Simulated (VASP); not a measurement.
A run of VASP 6.6.1 is set up as follows.

File INCAR:

```
SYSTEM = GaGe
PREC = Accurate
ENCUT = 520
EDIFF = 1E-7
ISMEAR = -1
SIGMA = 0.05
LREAL = .FALSE.
LASPH = .TRUE.
NELM = 60
ALGO = Normal
ISIF = 2
LWAVE = .FALSE.
LCHARG = .FALSE.
GGA = CA
NBANDS = 20
```

KPOINTS

```
regular mesh
0
G
  8 8 8
  0 0 0
```

POSCAR

```
GaGe
1.0
    0.0000000000      2.9170355792      2.9170355792
    2.9170355792      0.0000000000      2.9170355792
    2.9170355792      2.9170355792      0.0000000000
Ge Ga
1 1
Direct
    0.0000000000      0.0000000000      0.0000000000
    0.2500000000      0.2500000000      0.2500000000
```

Potentials or basis: VASP PAW LDA potentials, release 64 (Ge_d, Ga_d).

Command:

```console
$ cat potpaw_LDA.64/Ge_d/POTCAR potpaw_LDA.64/Ga_d/POTCAR > POTCAR
$ mpirun -np 1 vasp_std > vasp.out
```

(1) What does it give for the pressure?

Answers

(1) -4.8 GPa.
